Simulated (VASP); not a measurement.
Here is a VASP 6.6.1 calculation.

File INCAR:

```
PREC     = Accurate       # precision mode
ENCUT    = 520            # plane-wave cutoff, eV
EDIFF    = 1E-6           # SCF threshold, eV
ISMEAR   = -1             # smearing method
SIGMA    = 0.05           # smearing width, eV
LREAL    = False          # projectors in reciprocal space
LASPH    = True           # aspherical terms in the spheres
NELM     = 60             # most SCF steps
ALGO     = Normal         # electronic algorithm
ISIF     = 2              # what is computed and relaxed
LWAVE    = False          # write WAVECAR
LCHARG   = False          # write CHGCAR
GGA      = PE             # functional
NBANDS   = 18             # bands
```

Contents of KPOINTS:

```
Automatic mesh
0
Gamma
  12 12 7
```

The input POSCAR:

```
La
1.0
    3.7830588964      0.0000000000      0.0000000000
   -1.8915294482      3.2762251083      0.0000000000
    0.0000000000      0.0000000000      6.0761288827
La
2
Direct
    0.3333333333      0.6666666667      0.2500000000
    0.6666666667      0.3333333333      0.7500000000
```

Potentials or basis: VASP PAW PBE potentials, release 64 (La).

Command:

```console
$ cat potpaw_PBE.64/La/POTCAR > POTCAR
$ mpirun -np 1 vasp_std > vasp.out
```

Question: Estimate the pressure.

Answer: 0.1 GPa.

Question: Predict the band gap on the k mesh.

Answer: Zero (band 11 reaches 8.84 eV, above the bottom of band 12 at 7.50 eV).

Caveat: spin-orbit coupling is left out, which moves the levels of the heavy elements.
